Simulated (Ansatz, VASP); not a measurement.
## CdTe in VASP and in Ansatz

File INCAR:

```
SYSTEM = CdTe
PREC = Accurate
ENCUT = 520
EDIFF = 1E-6
ISMEAR = 0
SIGMA = 0.01
LREAL = .False.
LASPH = .True.
NELM = 150
ALGO = Normal
ISIF = 2
LWAVE = .False.
LCHARG = .False.
LNONCOLLINEAR = .True.
MAGMOM = 0 0 0 0 0 0
LORBIT = 11
LSORBIT = .True.
GGA_COMPAT = .False.
LORBMOM = .True.
GGA = PS
NBANDS = 30
```

Contents of KPOINTS:

```
Automatic mesh
0
Gamma
  6 6 6
  0 0 0
```

Contents of POSCAR:

```
CdTe
1.0
    3.1798105482      3.1798105482      0.0000000000
   -3.1798105482      3.1798105482      0.0000000000
    0.0000000000      3.1798105482      3.3328137160
Cd Te
1 1
Direct
    0.0000000000      0.0000000000      0.0000000000
    0.7500000000      0.2500000000      0.5000000000
```

Input for Ansatz:

```yaml
crystal:
  lattice:
    - [3.17981054823, 3.17981054823, 0.0]
    - [-3.17981054823, 3.17981054823, 0.0]
    - [0.0, 3.17981054823, 3.33281371605]
  atoms:
    - { symbol: Cd, position: [0.0, 0.0, 0.0] }
    - { symbol: Te, position: [0.75, 0.25, 0.5] }
kpoints:
  mp_grid: { grid: [6, 6, 6] }
scf:
  occupations: { method: fixed }
  convergence: { dr2_threshold: 1.0e-10 }
hamiltonian:
  xc: pbesol
  pseudopotentials: { kind: all_electron, lapw: { basis_error: 0.0005 } }
magnetization:
  noncollinear: true
  spin_orbit: true
output:
  forces: true
  stress: true
  eigenstates:
    kpoints:
      - [0.0, 0.0, 0.0]
      - [-0.5, -0.5, -0.5]
      - [-0.5, 0.5, 0.0]
      - [0.0, 0.0, -0.5]
      - [0.0, -0.5, -0.5]
      - [0.0, 0.5, 0.0]
      - [-0.5, 0.0, 0.0]
      - [-0.5, 0.0, -0.5]
  eigenvalues: true
```

Change from the starting cell: film at in-plane strain -0.02.

Alike in both runs: task single point; functional PBEsol; k mesh 6 × 6 × 6; non-collinear spin, spin-orbit coupling.

|  | VASP | Ansatz |
| --- | --- | --- |
| version | VASP 6.6.1 | Ansatz 0.2.0 |
| potentials or method | VASP PAW PBE potentials, release 64 (Cd, Te), cutoff 520 eV | all-electron LAPW |
| occupations | gaussian, width 0.01 eV | fixed |

Ansatz gave:

```
pressure (GPa)                                                : 0.6
traceless stress, the component that is largest in VASP (GPa) : -0.57
net moment per atom (μB)                                      : 0.00
```

Question: Estimate VASP's values.

Answer: Pressure (GPa): 0.8; traceless stress, the component that is largest in VASP (GPa): -0.57; net moment per atom (μB): 0.00.

VASP's potentials were made for PBE, not for PBEsol. Ansatz ran all-electron here, and VASP with PAW potentials.
